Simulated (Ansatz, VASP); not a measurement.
C in VASP and in Ansatz

File INCAR:

```
PREC = Accurate ; ENCUT = 600
EDIFF = 1E-6 ; ISMEAR = -1
SIGMA = 0.1 ; LREAL = F
LASPH = T ; NELM = 60
ALGO = Normal ; ISIF = 3
LWAVE = F ; LCHARG = F
GGA = PS ; IBRION = 2
NSW = 80 ; EDIFFG = -0.01
```

Contents of KPOINTS:

```
regular mesh
0
Gamma
  11 11 15
```

POSCAR

```
C
1.0
    3.3438265309      0.0000000000      0.0000000000
   -1.6719132655      2.8958387216      0.0000000000
    0.0000000000      0.0000000000      2.0497656634
C
3
Direct
    0.0000000000      0.0000000000      0.0000000000
    0.3333333333      0.6666666667      0.5000000000
    0.6666666667      0.3333333333      0.5000000000
```

Input for Ansatz:

```yaml
crystal:
  lattice:
    - [3.3438265309, 0.0, 0.0]
    - [-1.6719132655, 2.8958387216, 0.0]
    - [0.0, 0.0, 2.0497656634]
  atoms:
    - { symbol: C, position: [0.0, 0.0, 0.0] }
    - { symbol: C, position: [0.3333333333, 0.6666666667, 0.5] }
    - { symbol: C, position: [0.6666666667, 0.3333333333, 0.5] }
hamiltonian:
  xc: pbesol
  pseudopotentials:
    kind: paw
    azcp:
      C: "pseudopotentials/C.paw.azcp"
basis:
  ecutwfc: 420
  fft_grid_basis: typed
kpoints:
  mp_grid: { grid: [11, 11, 15], shift: [0, 0, 0] }
magnetization:
  spin_polarized: false
scf:
  occupations: { method: fermi_dirac, width: 0.1 }
relax:
  max_steps: 60
  f_tol: 0.01
  cell: {}
```

Alike in both runs: task relaxation of cell and atoms; functional PBEsol; k mesh 11 × 11 × 15; occupations fermi-dirac, width 0.1 eV; no spin polarisation.

|  | VASP | Ansatz |
| --- | --- | --- |
| version | VASP 6.6.1 | Ansatz 0.2.0 |
| potentials or method | VASP PAW PBE potentials, release 64 (C), cutoff 600 eV | plane waves (420 eV) with PAW, scalar-relativistic |
| valence electrons in the cell | 12 | 12 |

|  | VASP | Ansatz | Ansatz less VASP |
| --- | --- | --- | --- |
| relaxed volume (Å³/atom) | 8.89 | 12.98 | +4.093 |
| relaxed cell length with the largest relative difference (Å) | 4.902 | 5.922 | +1.0197 |

VASP's potentials were made for PBE, not for PBEsol, and Ansatz warns of the same on its side. One of these differences is far larger than is usual between the two programs; its cause wasn't traced.

Noted on VASP's run: the volume moved by over 15 % at a fixed basis, so the end points are rough.
